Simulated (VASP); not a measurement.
The system is ZrC.

```
CELL_PARAMETERS angstrom
3.39148 0.00000 0.00000
-1.69574 2.93710 0.00000
0.00000 0.00000 5.29005
ATOMIC_POSITIONS crystal
Zr 0.65650 0.33618 0.74578
Zr 0.35343 0.68148 0.25339
C 0.98932 0.99143 0.50103
C 0.00190 0.99084 0.99757
```

This cell differs from its parent crystal: atoms moved at random.

Base run:

```yaml
Program: VASP 6.6.1
Functional: PBE
Potentials_or_basis: VASP PAW PBE potentials, release 64 (Zr_sv, C)
Cutoff: 520 eV
k_mesh: 9 × 9 × 5
Occupations: fermi-dirac, width 0.05 eV
Spin: no spin polarisation
```

Its results: band gap on the k mesh zero (bands 16 and 17 overlap by 0.93 eV); pressure -1.4 GPa; largest force 1.282 eV/Å.

Problem. The run is repeated on the same cell with these changes: functional from PBE to PBEsol; further incar settings from ALGO = Normal; EDIFF = 1e-06; NBANDS = 24 to ALGO = Normal; EDIFF = 1e-07; NBANDS = 24. What comes out?

Solution. Band gap on the k mesh zero (bands 16 and 17 overlap by 0.90 eV); pressure -6.8 GPa; largest force 1.271 eV/Å.

Caveats: forces of over 1 eV/Å act on the atoms, so gaps and moduli don't describe the material at rest (at least some runs); the cell stands under tension (at least some runs); the PAW data sets were made with another functional, which shifts forces and pressure a little (at least some runs).
